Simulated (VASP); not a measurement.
Wanted: the native input for a VASP 6.6.1 run.

- Task: single point
- Functional: PBEsol
- Dispersion: D3(BJ)
- Potentials or basis: VASP PAW PBE potentials, release 64 (Ca_sv)
- Cutoff: 500 eV
- k mesh: 9 × 9 × 9
- Occupations: methfessel-paxton, width 0.15 eV
- Spin: no spin polarisation
- Dipole correction: no
- Further INCAR settings: ALGO = Normal; EDIFF = 1e-06; NBANDS = 11

The structure of Ca lies in POSCAR:

```
Ca
1.0
    2.5247547407      0.0000000000      0.0000000000
    0.0000000000      2.5247547407      0.0000000000
    0.0000000000      0.0000000000      2.5247547407
Ca
1
Direct
    0.0000000000      0.0000000000      0.0000000000
```

One way to write it, as run:

INCAR

```
SYSTEM = Ca
ALGO = Normal
EDIFF = 1E-6
ENCUT = 500
GGA = PS
GGA_COMPAT = .False.
ISIF = 2
ISMEAR = 1
IVDW = 12
LASPH = .True.
LCHARG = .False.
LREAL = .False.
LWAVE = .False.
NBANDS = 11
NELM = 120
PREC = Accurate
SIGMA = 0.15
```

KPOINTS

```
k-points
0
Gamma
  9 9 9
  0 0 0
```

Potentials or basis: VASP PAW PBE potentials, release 64 (Ca_sv).

The run is started by

```console
$ cat potpaw_PBE.64/Ca_sv/POTCAR > POTCAR
$ mpirun -np 1 vasp_std > vasp.out
```

It gave:

```json
{"Pressure": "44.6 GPa", "Band gap on the k mesh": "zero (band 5 reaches 7.44 eV, above the bottom of band 6 at 6.54 eV)", "Dispersion energy per atom": "-0.646 eV"}
```

Caveat: three body term missing; the PAW data sets were made with another functional, which shifts forces and pressure a little; pairwise dispersion overbinds metals, which lowers pressure and volume.

Wall time 5.4 s on 1 thread of AMD EPYC 9R45 (Zen 5) (shared host), peak memory 0.09 GiB.
